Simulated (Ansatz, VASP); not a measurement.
## Ti in VASP and in Ansatz

POSCAR

```
Ti
1.0
    0.0000000000      2.1924000000      1.9488000000
    2.1924000000      0.0000000000      1.9488000000
    2.1924000000      2.1924000000      0.0000000000
Ti
1
Direct
    0.0000000000      0.0000000000      0.0000000000
```

File INCAR.step1:

```
SYSTEM = Ti
PREC     = Accurate       ! precision mode
ENCUT    = 520            ! plane-wave cutoff, eV
ISMEAR   = 0              ! smearing method
SIGMA    = 0.15           ! smearing width, eV
LREAL    = .FALSE.        ! projectors in reciprocal space
LASPH    = .TRUE.         ! aspherical terms in the spheres
NELM     = 80             ! most SCF steps
NBANDS   = 12             ! bands
GGA      = PE             ! functional
ALGO     = Normal         ! electronic algorithm
EDIFF    = 1E-4           ! SCF threshold, eV
LWAVE    = .TRUE.         ! write WAVECAR
LCHARG   = .FALSE.        ! write CHGCAR
```

The input INCAR.step2:

```
SYSTEM = Ti
PREC     = Accurate       ! precision mode
ENCUT    = 520            ! plane-wave cutoff, eV
EDIFF    = 1E-7           ! SCF threshold, eV
ISMEAR   = 0              ! smearing method
SIGMA    = 0.15           ! smearing width, eV
LREAL    = .FALSE.        ! projectors in reciprocal space
LASPH    = .TRUE.         ! aspherical terms in the spheres
NELM     = 80             ! most SCF steps
ALGO     = Normal         ! electronic algorithm
ISIF     = 2              ! what is computed and relaxed
LWAVE    = .FALSE.        ! write WAVECAR
LCHARG   = .FALSE.        ! write CHGCAR
METAGGA  = R2SCAN         ! meta-GGA
LMIXTAU  = .TRUE.       
NBANDS   = 12             ! bands
ISTART   = 1
```

Contents of KPOINTS:

```
regular mesh
0
G
  20 20 20
  0 0 0
```

Input for Ansatz:

```yaml
crystal:
  lattice:
    - [0.0, 2.1924, 1.9488]
    - [2.1924, 0.0, 1.9488]
    - [2.1924, 2.1924, 0.0]
  atoms:
    - { symbol: Ti, position: [0.0, 0.0, 0.0] }
basis:
  ecutwfc: 500
kpoints:
  mp_grid: { grid: [20, 20, 20] }
hamiltonian:
  xc: r2scan
scf:
  occupations: { method: gaussian, width: 0.15 }
output:
  forces: true
  stress: true
  eigenvalues: true
  write_density: true
  write_potential: true
  elf: true
  volumetric_format: npy
```

Change from the starting cell: strain +0.080 along x and y, -0.040 along z, atoms carried along.

Alike in both runs: task single point; functional r2SCAN; k mesh 20 × 20 × 20; occupations gaussian, width 0.15 eV; no spin polarisation.

|  | VASP | Ansatz |
| --- | --- | --- |
| version | VASP 6.6.1 | Ansatz 0.2.0 |
| potentials or method | VASP PAW PBE potentials, release 64 (Ti_sv), cutoff 520 eV | scalar-relativistic, plane waves, PAW |
| valence electrons in the cell | 12 | 12 |

```csv
,VASP,Ansatz,Ansatz less VASP
gap on the k mesh at the Fermi level (eV),none,none,-
pressure (GPa),-7.3,-7.6,-0.34
"traceless stress, the component that is largest in VASP (GPa)",2.19,2.19,-0.001
```

VASP's potentials were made for PBE, not for r2SCAN. A gap of «none» marks a metal or a gap that the smearing closes.
